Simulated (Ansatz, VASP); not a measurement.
**CdS: VASP beside Ansatz**

Contents of INCAR:

```
  PREC = Accurate
  ENCUT = 520
  EDIFF = 1E-7
  ISMEAR = -1
  SIGMA = 0.05
  LREAL = F
  LASPH = T
  NELM = 150
  ALGO = Normal
  ISIF = 2
  LWAVE = F
  LCHARG = T
  LNONCOLLINEAR = T
  MAGMOM = 0 0 0 0 0 0
  LORBIT = 11
  LSORBIT = T
  GGA_COMPAT = F
  LORBMOM = T
  GGA = CA
  LVHAR = T
  NBANDS = 30
```

KPOINTS

```
regular mesh
0
Gamma
  6 6 6
```

File POSCAR:

```
CdS
1.0
    0.0000000000      2.9165000000      2.9165000000
    2.9165000000      0.0000000000      2.9165000000
    2.9165000000      2.9165000000      0.0000000000
Cd S
1 1
Direct
    0.0000000000      0.0000000000      0.0000000000
    0.7500000000      0.7500000000      0.7500000000
```

Contents of input.yaml:

```yaml
crystal:
  lattice:
    - [0.0, 2.9165, 2.9165]
    - [2.9165, 0.0, 2.9165]
    - [2.9165, 2.9165, 0.0]
  atoms:
    - { symbol: Cd, position: [0.0, 0.0, 0.0] }
    - { symbol: S, position: [0.75, 0.75, 0.75] }
hamiltonian:
  xc: lda
  pseudopotentials: { kind: paw_fr }
magnetization:
  noncollinear: true
  spin_orbit: true
kpoints:
  mp_grid: { grid: [6, 6, 6] }
  band_path:
    path:
      - [[0.0, 0.0, 0.0], [0.5, 0.0, 0.5], [0.5, 0.25, 0.75], [0.375, 0.375, 0.75], [0.0, 0.0, 0.0], [0.5, 0.5, 0.5], [0.625, 0.25, 0.625], [0.5, 0.25, 0.75], [0.5, 0.5, 0.5], [0.375, 0.375, 0.75]]
      - [[0.625, 0.25, 0.625], [0.5, 0.0, 0.5]]
    npoints: 14
scf:
  occupations: { method: fermi_dirac, width: 0.05 }
  n_extra_bands: 6
output:
  forces: true
  stress: true
  eigenvalues: true
  fatbands: false
```

Alike in both runs: functional LDA; k mesh 6 × 6 × 6; occupations fermi-dirac, width 0.05 eV; non-collinear spin, spin-orbit coupling.

|  | VASP | Ansatz |
| --- | --- | --- |
| version | VASP 6.6.1 | Ansatz 0.2.0 |
| potentials or method | VASP PAW LDA potentials, release 64 (Cd, S) | Ansatz PAW |
| plane-wave cutoff (eV) | 520 | 420 |
| valence electrons in the cell | 18 | 26 |
| task | single point | band structure |

```tsv
	VASP	Ansatz	Ansatz less VASP
pressure (GPa)	-2.0	-2.5	-0.48
net moment per atom (μB)	0.00	0.00	0.000
```

LDA's correlation is that of Perdew and Zunger in VASP and of Perdew and Wang (1992) in Ansatz. VASP's potentials hold 18 valence electrons a cell and Ansatz's 26, so a difference there can come from the potentials and not from the codes.
